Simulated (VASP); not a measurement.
KF: single point with PBE

Crystal: KF.

```
K F
1.0
     0.02973    2.78212    2.78212
     2.78212    0.02973    2.78212
     2.78212    2.78212    0.02973
K F
1 1
Cartesian
  0.0000 0.0000 0.0000
  2.7970 2.7970 2.7970
```

* Program: VASP 6.6.1
* Task: single point
* Functional: PBE
* Potentials or basis: VASP PAW PBE potentials, release 64 (K_sv, F)
* Cutoff: 520 eV
* k mesh: 8 × 8 × 8
* Occupations: gaussian, width 0.05 eV
* Spin: no spin polarisation

```json
{"Pressure": "-1.6 GPa", "Band gap on the k mesh": "5.64 eV"}
```

Stress tensor (GPa, compression positive):
```
-1.58 -0.15 -0.15
-0.15 -1.58 -0.15
-0.15 -0.15 -1.58
```

Levels at points of the mesh, in eV from the valence-band top:
```
           k point  band 4  band 5  band 6  band 7  band 8  band 9  band 10  band 11  band 12  band 13
(0.00, 0.00, 0.00)   -9.77   -9.77   -0.02    0.00    0.00    5.64    10.27    10.42    10.42    11.91
(0.50, 0.00, 0.00)   -9.80   -9.80   -0.69   -0.29   -0.27    8.63     9.85    11.50    11.64    13.59
(0.50, 0.50, 0.00)   -9.92   -9.92   -0.26   -0.09   -0.07    8.08     9.72    10.99    13.04    13.57
(0.50, 0.50, 0.50)   -9.80   -9.80   -0.69   -0.26   -0.26    8.57     9.80    11.55    11.55    13.60
```

It took 36 s on 1 thread of Intel(R) Xeon(R) Platinum 8488C (Sapphire Rapids), on a shared host, peak memory 0.19 GiB.

A k mesh can miss the band edges.
